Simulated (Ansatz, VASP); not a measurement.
## CdTe: VASP and Ansatz over several settings

```
Te Cd
1.0
     0.00000    3.22623    3.22623
     3.22623    0.00000    3.22623
     3.22623    3.22623    0.00000
Te Cd
1 1
Direct
  0.75000 0.75000 0.75000
  0.00000 0.00000 0.00000
```

Single points on this cell with VASP 6.6.1 and Ansatz 0.2.0. Each row is one pair of runs. Alike in all rows: spin: off; smearing: fermi-dirac, width 0.05 eV; VASP's potentials, cutoff: VASP PAW PBE potentials, release 64 (Te, Cd), 520 eV.

```tsv
level	k mesh	Ansatz's potentials, cutoff	gap on the k mesh at the Fermi level (eV), VASP	gap on the k mesh at the Fermi level (eV), Ansatz	least direct gap on the mesh (eV), VASP	least direct gap on the mesh (eV), Ansatz	pressure (GPa), VASP	pressure (GPa), Ansatz
PBE+D3(BJ)	7 × 7 × 7	Ansatz PAW, 420 eV	0.81	0.81	0.81	0.81	1.4	1.3
BLYP	7 × 7 × 7	Ansatz PAW, 420 eV	0.76	?	0.76	?	6.1	?
HSE06	4 × 4 × 4	Ansatz PAW, 420 eV	1.61	1.70	1.61	1.70	2.5	2.5
r2SCAN50	4 × 4 × 4	Ansatz PAW, 500 eV	3.90	4.02	3.90	4.02	0.9	1.3
r2SCAN0	4 × 4 × 4	Ansatz PAW, 500 eV	2.60	2.64	2.60	2.64	1.7	1.8
```

Fill in what Ansatz gave in row 2.

gap on the k mesh at the Fermi level (eV): 0.72; least direct gap on the mesh (eV): 0.72; pressure (GPa): 5.8.

VASP's potentials hold 18 valence electrons a cell and Ansatz's 36, so a difference there can come from the potentials and not from the codes.

The k mesh is coarse in some rows, so the values compare programs but aren't converged. Neither program's run includes spin-orbit coupling. Noted on Ansatz's runs: odd divisions of the mesh miss points on the zone boundary, where band edges often lie, so the gap on the mesh can be too wide.
